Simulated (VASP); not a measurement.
A run of VASP 6.6.1:

INCAR

```
PREC     = Accurate       # precision mode
ENCUT    = 520            # plane-wave cutoff, eV
EDIFF    = 1E-6           # SCF threshold, eV
ISMEAR   = -1             # smearing method
SIGMA    = 0.03           # smearing width, eV
LREAL    = False          # projectors in reciprocal space
LASPH    = True           # aspherical terms in the spheres
NELM     = 100            # most SCF steps
ALGO     = Normal         # electronic algorithm
ISIF     = 2              # what is computed and relaxed
LWAVE    = False          # write WAVECAR
LCHARG   = False          # write CHGCAR
NBANDS   = 21             # bands
```

KPOINTS

```
regular mesh
0
Gamma
  9 9 9
```

The input POSCAR:

```
Sn
1.0
    0.0000000000      3.2563828035      3.2563828035
    3.2563828035      0.0000000000      3.2563828035
    3.2563828035      3.2563828035      0.0000000000
Sn
2
Direct
    0.5000000000      0.5000000000      0.5000000000
    0.7500000000      0.7500000000      0.7500000000
```

Potentials or basis: VASP PAW LDA potentials, release 64 (Sn_d).

Command:

```bash
$ cat potpaw_LDA.64/Sn_d/POTCAR > POTCAR
$ mpirun -np 1 vasp_std > vasp.out
```

Hardware: 1 thread of Intel(R) Xeon(R) Platinum 8375C CPU @ 2.90GHz (Ice Lake), with other jobs on the host.

**Question.** How long does it take, and how much memory?

**Answer.** Wall time 36 s on 1 thread of Intel(R) Xeon(R) Platinum 8375C CPU @ 2.90GHz (Ice Lake), with other jobs on the host, peak memory 0.18 GiB. Counts: scf iterations 11, k points 35.
